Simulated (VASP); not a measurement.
Here is a VASP 6.6.1 calculation.

Contents of INCAR:

```
PREC = Accurate ; ENCUT = 520
EDIFF = 1E-7 ; ISMEAR = 0
SIGMA = 0.1 ; LREAL = False
LASPH = True ; NELM = 60
ALGO = Fast ; ISIF = 2
LWAVE = False ; LCHARG = True
GGA = PE ; LELF = True
LVHAR = True ; NBANDS = 20
```

File KPOINTS:

```
regular mesh
0
Gamma
  18 18 18
```

File POSCAR:

```
V
1.0
    3.1170621550      0.0000000000      0.0000000000
    0.0000000000      3.1170621550      0.0000000000
    0.0000000000      0.0000000000      2.9252429455
V
2
Direct
    0.0000000000      0.0000000000      0.0000000000
    0.5000000000      0.5000000000      0.5000000000
```

Potentials or basis: VASP PAW PBE potentials, release 64 (V_sv).

Run with:

```sh
$ cat potpaw_PBE.64/V_sv/POTCAR > POTCAR
$ mpirun -np 1 vasp_std > vasp.out
```

**Question.** Predict the band gap on the k mesh.

**Answer.** Zero (bands 13 and 14 overlap by 2.61 eV).

**Question.** Predict the pressure.

**Answer.** -8.5 GPa.

Stress tensor (GPa, compression positive):
```
-10.44   0.00   0.00
  0.00 -10.44   0.00
  0.00   0.00  -4.48
```

Caveat: the cell differs from its parent crystal (biaxial strain in the a-b plane: +4.0 %); the stress differs along the axes, from -10 to -4 GPa.
